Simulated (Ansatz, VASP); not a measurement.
**Two plane-wave programs on TiO**

```
Ti O
1.0
     4.03351    0.00000    0.00000
     0.00000    4.03351    0.00000
     0.00000    0.00000    4.03351
Ti O
3 3
Cartesian
  2.0168 2.0168 0.0000
  0.0000 2.0168 2.0168
  2.0168 0.0000 2.0168
  0.0000 2.0168 0.0000
  2.0168 0.0000 0.0000
  0.0000 0.0000 2.0168
```

Alike in both runs: functional PBEsol; k mesh 10 × 10 × 10; occupations gaussian, width 0.1 eV; collinear spin.

Ansatz relaxed the structure, and its values are those at the end. VASP's run is a single point on that final structure, the one shown.

```csv
,VASP,Ansatz
version,VASP 6.6.1,Ansatz 0.2.0
potentials or method,"VASP PAW PBE potentials, release 64 (Ti_sv, O), cutoff 520 eV","scalar-relativistic, plane waves, PAW"
valence electrons in the cell,54,54
```

```csv
,VASP,Ansatz,Ansatz less VASP
gap on the k mesh at the Fermi level (eV),none,none,-
pressure (GPa),0.5,0.0,-0.49
net moment per atom (μB),0.00,0.00,-0.001
```

VASP's potentials were made for PBE, not for PBEsol. A gap of «none» marks a metal or a gap that the smearing closes. With one functional, cell and mesh, what is left measures potentials, basis and numerics. Ansatz's warnings: seeded moment not kept.
